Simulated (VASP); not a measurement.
Input of a VASP 6.6.1 run:

Contents of INCAR:

```
SYSTEM = SnO
ALGO = Normal
EDIFF = 1E-6
EDIFFG = -0.005
ENCUT = 600
IBRION = 2
ISIF = 3
ISMEAR = 0
LASPH = .TRUE.
LCHARG = .FALSE.
LREAL = .FALSE.
LWAVE = .FALSE.
NELM = 80
NSW = 70
PREC = Accurate
SIGMA = 0.1
```

File KPOINTS:

```
k-points
0
G
  12 12 10
  0 0 0
```

POSCAR

```
SnO
1.0
    3.8365550869      0.0000000000      0.0000000000
    0.0000000000      3.8365550869      0.0000000000
    0.0000000000      0.0000000000      4.7594503381
Sn O
2 2
Direct
    0.5000000000      0.0000000000      0.2434679944
    0.0000000000      0.5000000000      0.7565320056
    0.0000000000      0.0000000000      0.0000000000
    0.5000000000      0.5000000000      0.0000000000
```

Potentials or basis: VASP PAW LDA potentials, release 64 (Sn_d, O).

Command:

```bash
$ cat potpaw_LDA.64/Sn_d/POTCAR potpaw_LDA.64/O/POTCAR > POTCAR
$ mpirun -np 1 vasp_std > vasp.out
```

(1) Predict the relaxed volume.

(2) Predict the band gap on the k mesh.

(3) What does it give for the space group after relaxing (to 0.1 Å)?

(4) Predict the relaxed cell.

Results:

(1) 16.45 Å³/atom.

(2) zero (bands 20 and 21 overlap by 0.28 eV).

(3) P4/nmm (No. 129).

(4) a = 3.767 Å, b = 3.767 Å, c = 4.636 Å, α = 90.00°, β = 90.00°, γ = 90.00°.

Caveat: semilocal functionals underestimate gaps, so a narrow gap can read as zero; spin-orbit coupling is left out, which moves the levels of the heavy elements.
